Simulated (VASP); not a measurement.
Wanted: the native input for a VASP 6.6.1 run.

```yaml
Task: relaxation of cell and atoms
Functional: PBE
Potentials_or_basis: VASP PAW PBE potentials, release 64 (Zr_sv, Hf_pv, S)
Cutoff: 600 eV
k_mesh: 4 × 4 × 4
Occupations: gaussian, width 0.1 eV
Spin: no spin polarisation
Dipole_correction: no
Further_INCAR_settings: ALGO = Normal; EDIFF = 1e-06; IBRION = 2; EDIFFG = -0.04; NSW = 90; ISIF = 3
```

The structure of HfZrS3 lies in POSCAR:

```
HfZrS3
1.0
    4.7325073100      0.0000000000      0.0000000000
    0.0000000000      4.7325073100      0.0000000000
    0.0000000000      0.0000000000      4.7325073100
Zr Hf S
1 1 3
Direct
    0.5000000000      0.5000000000      0.5000000000
    0.0000000000      0.0000000000      0.0000000000
    0.0000000000      0.5000000000      0.5000000000
    0.5000000000      0.5000000000      0.0000000000
    0.5000000000      0.0000000000      0.5000000000
```

The cell was built from a structure type or drawn by symmetry, and may not be a known phase.

These files were run (other wordings do the same):

INCAR

```
  PREC = Accurate
  ENCUT = 600
  EDIFF = 1E-6
  ISMEAR = 0
  SIGMA = 0.1
  LREAL = False
  LASPH = True
  NELM = 60
  ALGO = Normal
  ISIF = 3
  LWAVE = False
  LCHARG = False
  GGA = PE
  IBRION = 2
  NSW = 90
  EDIFFG = -0.04
```

KPOINTS

```
regular mesh
0
Gamma
  4 4 4
```

Potentials or basis: VASP PAW PBE potentials, release 64 (Zr_sv, Hf_pv, S).

Run with:

```bash
$ cat potpaw_PBE.64/Zr_sv/POTCAR potpaw_PBE.64/Hf_pv/POTCAR potpaw_PBE.64/S/POTCAR > POTCAR
$ mpirun -np 1 vasp_std > vasp.out
```

Results of the run:

The relaxed volume is 23.00 Å³/atom, the relaxed cell is a = 4.863 Å, b = 4.863 Å, c = 4.863 Å, α = 90.00°, β = 90.00°, γ = 90.00° and the space group after relaxing (to 0.1 Å) is Pm-3m (No. 221). The energy gained by relaxing is 39.4 meV/atom, the ionic steps are 3 and the pressure after relaxing is 0.0 GPa.

Caveat: the highest band is partly filled, so the run has too few bands.

Run time: 74 s on 1 thread of Intel(R) Xeon(R) Platinum 8488C (Sapphire Rapids), with other jobs on the host, peak memory 0.26 GiB.
